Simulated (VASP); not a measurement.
## PbS: single point with PBE

Crystal: PbS.

```xyz
2
Lattice="0.0000 2.9205 2.9650 2.9205 0.0000 2.9650 2.9205 2.9205 0.0000" Properties=species:S:1:pos:R:3 pbc="T T T"
Pb    0.0000    0.0000    0.0000
S     2.9205    2.9205    2.9650
```

This cell differs from its parent crystal: strain -0.015 along x and y, +0.000 along z.

```json
{"Program": "VASP 6.6.1", "Task": "single point", "Functional": "PBE", "Potentials or basis": "VASP PAW PBE potentials, release 64 (Pb_d, S)", "Cutoff": "520 eV", "k mesh": "10 × 10 × 10", "Occupations": "gaussian, width 0.03 eV", "Spin": "no spin polarisation", "Dipole correction": "no", "Further INCAR settings": "ALGO = Normal; EDIFF = 1e-07; NBANDS = 17"}
```

```yaml
Pressure: 4.3 GPa
Band_gap_on_the_k_mesh: 0.24 eV
```

Stress tensor (GPa, compression positive):
```
5.00 0.00 0.00
0.00 5.00 0.00
0.00 0.00 2.79
```

Levels at points of the mesh, in eV from the valence-band top:
```tsv
k point	band 8	band 9	band 10	band 11	band 12	band 13
(0.00, 0.00, 0.00)	-2.42	-2.42	-2.29	5.03	5.38	5.38
(0.50, 0.00, 0.00)	-1.98	-1.94	0.00	0.24	1.80	1.90
(0.50, 0.50, 0.00)	-5.50	-3.67	-3.67	3.72	5.52	5.82
(0.50, 0.00, 0.50)	-5.52	-3.78	-3.63	3.66	5.56	5.70
```

Wall time 66 s on 1 thread of Intel Xeon 8259CL, on a shared host, peak memory 0.23 GiB.

Caveat: the cell differs from its parent crystal (strain -0.015 along x and y, +0.000 along z); the cell stands under pressure; spin-orbit coupling is left out, which moves the levels of the heavy elements. A k mesh can miss the band edges.
